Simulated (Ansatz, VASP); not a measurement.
SiP7: VASP beside Ansatz

```
Si P
1.0
     6.65893    0.00000    0.00000
    -3.32947    5.76681    0.00000
     0.00000    0.00000    4.76720
Si P
1 7
Direct
  0.00000 0.00000 0.00000
  0.78373 0.21627 0.50000
  0.78373 0.56747 0.50000
  0.43253 0.21627 0.50000
  0.21627 0.78373 0.50000
  0.21627 0.43253 0.50000
  0.56747 0.78373 0.50000
  0.00000 0.00000 0.50000
```

Alike in both runs: functional PBE; k mesh 3 × 3 × 3; occupations gaussian, width 0.2 eV; no spin polarisation.

Ansatz relaxed the structure, and its values are those at the end. VASP's run is a single point on that final structure, the one shown.

```csv
,VASP,Ansatz
version,VASP 6.6.1,Ansatz 0.2.0
potentials or method,"VASP PAW PBE potentials, release 64 (Si, P), cutoff 500 eV","scalar-relativistic, plane waves, PAW"
valence electrons in the cell,39,39
```

Ansatz gave:

```
gap on the k mesh at the Fermi level (eV) : none
pressure (GPa)                            : 0.2
rms of the force components (eV/Å)        : 0.003
```

Q: Which values does VASP return?

A: gap on the k mesh at the Fermi level (eV): none; pressure (GPa): 0.1; rms of the force components (eV/Å): 0.009.

A gap of «none» marks a metal or a gap that the smearing closes. With one functional, cell and mesh, what is left measures potentials, basis and numerics.

The k mesh is coarse, so the values compare programs but aren't converged.
